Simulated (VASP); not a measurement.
# Cu (P-3m1) in VASP: single point with PBE

Aim: the single point of Cu with PBE.

Program: VASP 6.6.1. These are calculated values, not measurements. Logs are shortened: lines on timing, memory, paths and dates and some standing lists are left out, and cuts for length are marked.

### Step 1. The cell of the first run

It takes space group P-3m1 (No. 164, trigonal). The conventional cell has a = 2.568 Å, b = 2.568 Å, c = 12.281 Å, α = 90.00°, β = 90.00°, γ = 120.00°. Cu (site symmetry 3m) has 12 Cu at 2.33 to 2.57 Å within 3.1 Å. Cu (site symmetry 3m) has 12 Cu at 2.57 Å within 3.4 Å. Cu (site symmetry 3m) has 12 Cu at 2.57 Å within 3.4 Å.

### Step 2. Single point, PBE (the distance across one plane changed)

INCAR reads:

```
PREC = Accurate
ENCUT = 520
EDIFF = 1E-6
ISMEAR = 0
SIGMA = 0.15
LREAL = False
LASPH = True
NELM = 80
ALGO = Fast
ISIF = 2
LWAVE = False
LCHARG = False
GGA = PE
NBANDS = 42
```

KPOINTS reads:

```
Automatic mesh
0
Gamma
  26 26 5
```

POSCAR reads:

```
Cu
1.0
   -2.5680103729      0.0000000000      0.0000000000
   -1.2840051864     -2.2239622201      0.0000000000
    0.0000000000      0.0000000000     12.2805844728
Cu
6
Direct
    0.3333333333      0.3333333333      0.9390768115
    0.3333333333      0.3333333333      0.2561242750
    0.3333333333      0.3333333333      0.5976005432
    0.6666666667      0.6666666667      0.0853861409
    0.6666666667      0.6666666667      0.4268624091
    0.6666666667      0.6666666667      0.7683386774
```

Potentials or basis: VASP PAW PBE potentials, release 64 (Cu).

The run is started by

```console
$ cat potpaw_PBE.64/Cu/POTCAR > POTCAR
$ mpirun -np 1 vasp_std > vasp.out
```

OUTCAR:

```text
PREC = Accurate
   ENCUT = 520
   EDIFF = 1E-6
   ISMEAR = 0
   LREAL = False
   LASPH = True
   NELM = 80
   ISIF = 2
   GGA = PE

 ion  position               nearest neighbor table
   1  0.333  0.333  0.939-   4 2.33   4 2.33   4 2.33   6 2.57   6 2.57   6 2.57
   2  0.333  0.333  0.256-   4 2.57   5 2.57   4 2.57   5 2.57   4 2.57   5 2.57
   3  0.333  0.333  0.598-   5 2.57   5 2.57   5 2.57   6 2.57   6 2.57   6 2.57
   4  0.667  0.667  0.085-   1 2.33   1 2.33   1 2.33   2 2.57   2 2.57   2 2.57
   5  0.667  0.667  0.427-   3 2.57   2 2.57   3 2.57   2 2.57   3 2.57   2 2.57
   6  0.667  0.667  0.768-   1 2.57   1 2.57   1 2.57   3 2.57   3 2.57   3 2.57

  LATTYP: Found a hexagonal cell.
 ALAT       =     2.5680103729
 C/A-ratio  =     4.7821397462

  Lattice vectors:

 A1 = (   1.2840051864,   2.2239622201,   0.0000000000)
 A2 = (  -2.5680103729,   0.0000000000,   0.0000000000)
 A3 = (   0.0000000000,   0.0000000000,  12.2805844728)

Analysis of symmetry for initial positions (statically):
=====================================================================
 Subroutine PRICEL returns:
 Original cell was already a primitive cell.

 Routine SETGRP: Setting up the symmetry group for a
 hexagonal supercell.

 Subroutine GETGRP returns: Found 12 space group operations
 (whereof  6 operations were pure point group operations)
 out of a pool of 24 trial point group operations.

The static configuration has the point symmetry C_3v.
 The point group associated with its full space group is D_3d.

Analysis of symmetry for dynamics (positions and initial velocities):
=====================================================================
 Subroutine PRICEL returns:
 Original cell was already a primitive cell.

 Routine SETGRP: Setting up the symmetry group for a
 hexagonal supercell.

 Subroutine GETGRP returns: Found 12 space group operations
 (whereof  6 operations were pure point group operations)
 out of a pool of 24 trial point group operations.

The dynamic configuration has the point symmetry C_3v.
 The point group associated with its full space group is D_3d.

 Subroutine INISYM returns: Found 12 space group operations
 (whereof  6 operations are pure point group operations),
 and found     1 'primitive' translations

----------------------------------------------------------------------------------------

                                     Primitive cell

  volume of cell :      70.1364

  direct lattice vectors                    reciprocal lattice vectors
    -2.568010373  0.000000000  0.000000000    -0.389406527  0.224823963  0.000000000
    -1.284005186 -2.223962220  0.000000000     0.000000000 -0.449647926  0.000000000
     0.000000000  0.000000000 12.280584473     0.000000000  0.000000000  0.081429349

  length of vectors
     2.568010373  2.568010373 12.280584473     0.449647926  0.449647926  0.081429349

  position of ions in fractional coordinates (direct lattice)
     0.333333333  0.333333333  0.939076812
     0.333333333  0.333333333  0.256124275
     0.333333333  0.333333333  0.597600543
     0.666666667  0.666666667  0.085386141
     0.666666667  0.666666667  0.426862409
     0.666666667  0.666666667  0.768338677

  ion indices of the primitive-cell ions
   primitive index   ion index
                 1           1
                 2           2
                 3           3
                 4           4
                 5           5
                 6           6

----------------------------------------------------------------------------------------

 KPOINTS: Automatic mesh

Automatic generation of k-mesh.
 Grid dimensions read from file:
 generate k-points for:   26   26    5

 Generating k-lattice:

  Cartesian coordinates                     Fractional coordinates (reciprocal lattice)
    -0.014977174  0.008647076  0.000000000     0.038461538  0.000000000  0.000000000
     0.000000000 -0.017294151  0.000000000     0.000000000  0.038461538  0.000000000
     0.000000000  0.000000000  0.016285870     0.000000000  0.000000000  0.200000000

  Length of vectors
     0.017294151  0.017294151  0.016285870

  Shift w.r.t. Gamma in fractional coordinates (k-lattice)
     0.000000000  0.000000000  0.000000000

 Subroutine IBZKPT returns following result:
 ===========================================

 Found    322 irreducible k-points:

 Following reciprocal coordinates:
            Coordinates               Weight
  0.000000  0.000000  0.000000      1.000000
  0.038462 -0.000000  0.000000      6.000000
  0.076923 -0.000000  0.000000      6.000000
  0.115385 -0.000000  0.000000      6.000000
  0.153846 -0.000000  0.000000      6.000000
  0.192308 -0.000000  0.000000      6.000000
[... 16 lines left out ...]
  0.384615  0.038462  0.000000     12.000000
  0.423077  0.038462  0.000000     12.000000
 [... further k-points ...]
   k-points           NKPTS =    322   k-points in BZ     NKDIM =    322   number of bands    NBANDS=     42
   number of dos      NEDOS =    301   number of ions     NIONS =      6
   total plane-waves  NPLWV =  38400
   dimension x,y,z NGX =    20 NGY =   20 NGZ =   96
   dimension x,y,z NGXF=    40 NGYF=   40 NGZF=  192
   ions per type =               6
   NGX,Y,Z   is equivalent  to a cutoff of  12.95, 12.95, 13.00 a.u.
   NGXF,Y,Z  is equivalent  to a cutoff of  25.89, 25.89, 25.99 a.u.
 SYSTEM =  unknown system
   PREC   = accura    normal or accurate (medium, high low for compatibility)
   ISTART =      0    job   : 0-new  1-cont  2-samecut
   ICHARG =      2    charge: 1-file 2-atom 10-const
   ISPIN  =      1    spin polarized calculation?
   LNONCOLLINEAR =      F non collinear calculations
   LSORBIT =      F    spin-orbit coupling
   LASPH  =      T    aspherical Exc in radial PAW
   ENCUT  =  520.0 eV  38.22 Ry    6.18 a.u.   4.77  4.77 22.83*2*pi/ulx,y,z
   NELM   =     80;   NELMIN=  2; NELMDL= -5     # of ELM steps
   EDIFF  = 0.1E-05   stopping-criterion for ELM
   LREAL  =      F    real-space projection
   EDIFFG = 0.1E-04   stopping-criterion for IOM
   NSW    =      0    number of steps for IOM
   IBRION =     -1    ionic relax: 0-MD 1-quasi-New 2-CG
   NFREE  =      0    steps in history (QN), initial steepest desc. (CG)
   ISIF   =      2    stress and relaxation
   ISYM   =      2    0-nonsym 1-usesym 2-fastsym
   POTIM  = 0.5000    time-step for ionic-motion
   TEBEG  =    0.0;   TEEND  =   0.0 temperature during run
   PSTRESS=    0.0 pullay stress
   NELECT =      66.0000    total number of electrons
   NUPDOWN=      -1.0000    fix difference up-down
   EMIN   =  10.00;   EMAX   =-10.00  energy-range for DOS
   EFERMI =   0.00;   METHOD = LEGACY
   ISMEAR =     0;   SIGMA  =   0.15  broadening in eV -4-tet -1-fermi 0-gaus
   EFERMI_NEDOS =   21; number of points for ismear=-14 and -15
   IALGO  =     68    algorithm
   IMIX   =      4    mixing-type and parameters
     AMIX     =   0.40;   BMIX     =  1.00
     AMIX_MAG =   1.60;   BMIX_MAG =  1.00
  volume/ion in A,a.u.               =      11.69        78.88
  Fermi-wavevector in a.u.,A,eV,Ry     =   1.604261  3.031614 35.016687  2.573654
  Thomas-Fermi vector in A             =   2.700794
   LORBIT       =      0    0 simple, 1 ext, 2 COOP (PROOUT), +10 PAW based schemes
   GGA     = PE    functional components
   LHFCALC =     F    Hartree Fock is set to
   AEXX    =    0.0000 exact exchange contribution
   IVDW    =     0    specifies the selected vdW correction
   LEPSILON=     F    determine dielectric tensor
   LRPA    =     F    only Hartree local field effects (RPA)
 non-spin polarized calculation
 RMM-DIIS sequential band-by-band and
 Gauss-broadening in eV      SIGMA  =   0.15
  energy-cutoff  :      520.00
  volume of cell :       70.14
 maximum number of plane-waves:      1906
   NGX =  9   NGY =  9   NGZ = 45

 number of electron      66.0000022 magnetization

 Free energy of the ion-electron system (eV)
  ---------------------------------------------------
  ext. energy  EPLUGINS =         0.00000000
  ---------------------------------------------------
  free energy    TOTEN  =       -22.06484779 eV

  energy without entropy =      -22.04385955  energy(sigma->0) =      -22.05435367

 E-fermi :   7.7052     XC(G=0): -12.7777

 val. band max:        7.7019114258   @ k =   0.4615   0.1923   0.4000
 cond. band min:       7.7089492569   @ k =   0.2692   0.0769   0.2000
 fundamental gap:      0.0070378312
 Fermi energy:         7.7051765404

 k-point     1 :       0.0000    0.0000    0.0000
  band No.  band energies     occupation
      1      -1.7975      2.00000
      2      -0.7770      2.00000
      3      -0.5463      2.00000
      4       1.7381      2.00000
      5       1.7659      2.00000
      6       2.5827      2.00000
[... 34 lines left out ...]
     41      25.5538      0.00000
     42      28.7006      0.00000

 k-point     2 :       0.0385   -0.0000    0.0000
  band No.  band energies     occupation
      1      -1.7501      2.00000
      2      -0.7314      2.00000
      3      -0.5011      2.00000
      4       1.7760      2.00000
      5       1.8025      2.00000
      6       2.6091      2.00000
[... 34 lines left out ...]
     41      25.5835      0.00000
     42      27.7167      0.00000

 k-point     3 :       0.0769   -0.0000    0.0000
  band No.  band energies     occupation
      1      -1.6087      2.00000
      2      -0.5956      2.00000
      3      -0.3664      2.00000
      4       1.8874      2.00000
      5       1.9100      2.00000
      6       2.6859      2.00000
[... 34 lines left out ...]
     41      25.6524      0.00000
     42      25.8985      0.00000

 k-point     4 :       0.1154   -0.0000    0.0000
  band No.  band energies     occupation
      1      -1.3753      2.00000
      2      -0.3724      2.00000
      3      -0.1452      2.00000
      4       2.0651      2.00000
      5       2.0817      2.00000
      6       2.8048      2.00000
[... 844 lines left out ...]
     41      17.9945      0.00000
     42      18.2573      0.00000

 k-point    23 :       0.3846    0.0385    0.0000
  band No.  band energies     occupation
      1       1.7309      2.00000
      2       2.3069      2.00000
      3       2.3622      2.00000
      4       2.9932      2.00000
      5       3.1294      2.00000
      6       3.2204      2.00000
[... 34 lines left out ...]
     41      16.8381      0.00000
     42      17.0466      0.00000

 k-point    24 :       0.4231    0.0385    0.0000
  band No.  band energies     occupation
      1       2.1208      2.00000
      2       2.5029      2.00000
      3       2.6087      2.00000
      4       2.9811      2.00000
      5       3.1197      2.00000
      6       3.2041      2.00000
[... 34 lines left out ...]
     41      15.5989      0.00000
     42      15.8368      0.00000

 [... further k-points ...]

------------------------ aborting loop because EDIFF is reached ----------------------------------------

  FORCE on cell =-STRESS in cart. coord.  units (eV):
  Direction    XX          YY          ZZ          XY          YZ          ZX
  --------------------------------------------------------------------------------------
  -------------------------------------------------------------------------------------
  Total        1.6496771      1.6496771      4.3966351     -0.0000000      0.0000000     -0.0000000
  in kB       37.6848084     37.6848084    100.4356249     -0.0000000      0.0000000     -0.0000000
  external PRESSURE =      58.6017472 kB  Pullay stress =       0.0000000 kB

 VOLUME and BASIS-vectors are now :
 -----------------------------------------------------------------------------
  energy-cutoff  :      520.00
  volume of cell :       70.14
      direct lattice vectors                 reciprocal lattice vectors
    -2.568010373  0.000000000  0.000000000    -0.389406527  0.224823963  0.000000000
    -1.284005186 -2.223962220  0.000000000     0.000000000 -0.449647926  0.000000000
     0.000000000  0.000000000 12.280584473     0.000000000  0.000000000  0.081429349

 POSITION                                       TOTAL-FORCE (eV/Angst)
 -----------------------------------------------------------------------------------
     -1.28401     -0.74132     11.53241         0.000000      0.000000     -1.925943
     -1.28401     -0.74132      3.14536         0.000000      0.000000      0.083354
     -1.28401     -0.74132      7.33888         0.000000      0.000000     -0.006582
     -2.56801     -1.48264      1.04859        -0.000000     -0.000000      1.925943
     -2.56801     -1.48264      5.24212        -0.000000     -0.000000      0.006582
     -2.56801     -1.48264      9.43565        -0.000000     -0.000000     -0.083354
 -----------------------------------------------------------------------------------
    total drift:                                0.000000      0.000000      0.000019

  FREE ENERGIE OF THE ION-ELECTRON SYSTEM (eV)
  ---------------------------------------------------
  free  energy   TOTEN  =       -22.0648477950 eV

  energy  without entropy=      -22.0438595518  energy(sigma->0) =      -22.05435367
```

It took 34 min on 1 thread of Intel Xeon 8259CL, shared host; peak memory 0.68 GiB.

What came out:

* Free energy: -22.0648 eV
* Pressure: 5.9 GPa
* Largest force: 1.926 eV/Å
* Band gap on the k mesh: zero (bands 33 and 34 overlap by 5.15 eV)

Forces in eV/Å, atoms in the order of the input:
```
Cu   0.000  0.000 -1.926
Cu   0.000  0.000  0.083
Cu   0.000  0.000 -0.007
Cu   0.000  0.000  1.926
Cu   0.000  0.000  0.007
Cu   0.000  0.000 -0.083
```

Stress tensor (GPa, compression positive):
```
 3.77  0.00  0.00
 0.00  3.77  0.00
 0.00  0.00 10.04
```

Caveat: the cell differs from its parent crystal (the distance across one plane changed); the stress differs along the axes, from 4 to 10 GPa; forces of over 1 eV/Å act on the atoms, so gaps and moduli don't describe the material at rest.
